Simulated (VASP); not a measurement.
Write the native input for VASP 6.6.1 that does the following.

| Item | Value |
| --- | --- |
| Task | single point |
| Functional | PBE |
| Potentials or basis | VASP PAW PBE potentials, release 64 (Zn, Se) |
| Cutoff | 520 eV |
| k mesh | 10 × 10 × 6 |
| Occupations | fermi-dirac, width 0.08 eV |
| Spin | no spin polarisation |
| Dipole correction | no |
| Further INCAR settings | ALGO = Normal; EDIFF = 1e-07; NBANDS = 26 |

The structure of ZnSe (NiAs type) lies in POSCAR:

```
ZnSe
1.0
    3.7371055129      0.0000000000      0.0000000000
   -1.8685527564      3.2364283108      0.0000000000
    0.0000000000      0.0000000000      6.0687440677
Zn Se
2 2
Direct
    0.0000000000      0.0000000000      0.0000000000
    0.0000000000      0.0000000000      0.5000000000
    0.3333333333      0.6666666667      0.2500000000
    0.6666666667      0.3333333333      0.7500000000
```

The input as run:

INCAR

```
SYSTEM = ZnSe
PREC = Accurate
ENCUT = 520
EDIFF = 1E-7
ISMEAR = -1
SIGMA = 0.08
LREAL = .False.
LASPH = .True.
NELM = 100
ALGO = Normal
ISIF = 2
LWAVE = .False.
LCHARG = .False.
GGA = PE
NBANDS = 26
```

KPOINTS

```
regular mesh
0
Gamma
  10 10 6
  0 0 0
```

Potentials or basis: VASP PAW PBE potentials, release 64 (Zn, Se).

Launch:

```console
$ cat potpaw_PBE.64/Zn/POTCAR potpaw_PBE.64/Se/POTCAR > POTCAR
$ mpirun -np 1 vasp_std > vasp.out
```

It gave:

```yaml
Pressure: 5.3 GPa
Band_gap_on_the_k_mesh: zero (band 18 reaches 3.67 eV, above the bottom of band 19 at 3.38 eV)
```

Run time: 2.9 min on 1 thread of AMD EPYC 7R13 (shared host), peak memory 0.21 GiB.
